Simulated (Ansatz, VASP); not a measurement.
**One calculation of SnO, two programs**

```xyz
4
Lattice="3.8046 0.0000 0.0000 0.0000 3.8046 0.0000 0.0000 0.0000 5.0349" Properties=species:S:1:pos:R:3 pbc="T T T"
Sn    0.0000    1.9023    1.2211
Sn    1.9023    0.0000    3.8138
O     0.0000    0.0000    0.0000
O     1.9023    1.9023    0.0000
```

Alike in both runs: task single point; functional PBEsol; k mesh 10 × 10 × 8; occupations gaussian, width 0.15 eV; no spin polarisation.

|  | VASP | Ansatz |
| --- | --- | --- |
| version | VASP 6.6.1 | Ansatz 0.2.0 |
| potentials or method | VASP PAW PBE potentials, release 64 (Sn_d, O), cutoff 520 eV | scalar-relativistic, plane waves, PAW |
| valence electrons in the cell | 40 | 40 |

Ansatz gave:

```
gap on the k mesh at the Fermi level (eV)                     : none
pressure (GPa)                                                : -4.4
traceless stress, the component that is largest in VASP (GPa) : -2.39
rms of the force components (eV/Å)                            : 0.437
```

Task: What did VASP give for the same quantities?

Result: gap on the k mesh at the Fermi level (eV): none; pressure (GPa): -4.2; traceless stress, the component that is largest in VASP (GPa): -2.36; rms of the force components (eV/Å): 0.405.

VASP's potentials were made for PBE, not for PBEsol. Atom by atom the forces differ by 0.032 eV/Å (rms over components). A gap of «none» marks a metal or a gap that the smearing closes. With one functional, cell and mesh, what is left measures potentials, basis and numerics.
